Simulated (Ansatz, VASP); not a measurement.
Ba in VASP and in Ansatz

```
CELL_PARAMETERS angstrom
0.00000 3.60433 3.60433
3.60433 0.00000 3.60433
3.60433 3.60433 0.00000
ATOMIC_POSITIONS crystal
Ba 0.12500 0.12500 0.12500
Ba 0.87500 0.87500 0.87500
```

Alike in both runs: task single point; functional PBEsol; k mesh 8 × 8 × 8; occupations fermi-dirac, width 0.1 eV; no spin polarisation.

|  | VASP | Ansatz |
| --- | --- | --- |
| version | VASP 6.6.1 | Ansatz 0.2.0 |
| potentials or method | VASP PAW PBE potentials, release 64 (Ba_sv), cutoff 520 eV | plane waves (420 eV) with PAW, scalar-relativistic |
| valence electrons in the cell | 20 | 20 |

Ansatz gave:

| Item | Value |
| --- | --- |
| pressure (GPa) | 1.6 |

Estimate VASP's values.

pressure (GPa): 2.6.

VASP's potentials were made for PBE, not for PBEsol, and Ansatz warns of the same on its side. With one functional, cell and mesh, what is left measures potentials, basis and numerics.

Neither program's run includes spin-orbit coupling.
